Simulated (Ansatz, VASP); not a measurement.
# Co: VASP beside Ansatz

```
Co
1.0
     2.77060    0.00000    0.00000
     0.00000    2.77060    0.00000
     0.00000    0.00000    2.77060
Co
2
Direct
  0.00000 0.00000 0.00000
  0.50000 0.50000 0.50000
```

Alike in both runs: task single point; functional LDA; k mesh 13 × 13 × 13; occupations fermi-dirac, width 0.05 eV; collinear spin.

```csv
,VASP,Ansatz
version,VASP 6.6.1,Ansatz 0.2.0
potentials or method,"VASP PAW LDA potentials, release 64 (Co), cutoff 520 eV","plane waves (420 eV) with PAW, scalar-relativistic"
valence electrons in the cell,18,34
```

Ansatz gave:

| Property | Result |
| --- | --- |
| pressure (GPa) | -9.7 |
| net moment per atom (μB) | 1.68 |
| size of the moment on the site where the two differ most (μB) | 1.72 |

Task: What did VASP give for the same quantities?

Result: Pressure (GPa): -10.8; net moment per atom (μB): 1.64; size of the moment on the site where the two differ most (μB): 1.64.

Ansatz warns that its potentials were made for another functional, while VASP's fit it. LDA's correlation is that of Perdew and Zunger in VASP and of Perdew and Wang (1992) in Ansatz. Site moments also hang on the region over which each program counts them. VASP's potentials hold 18 valence electrons a cell and Ansatz's 34, so a difference there can come from the potentials and not from the codes.
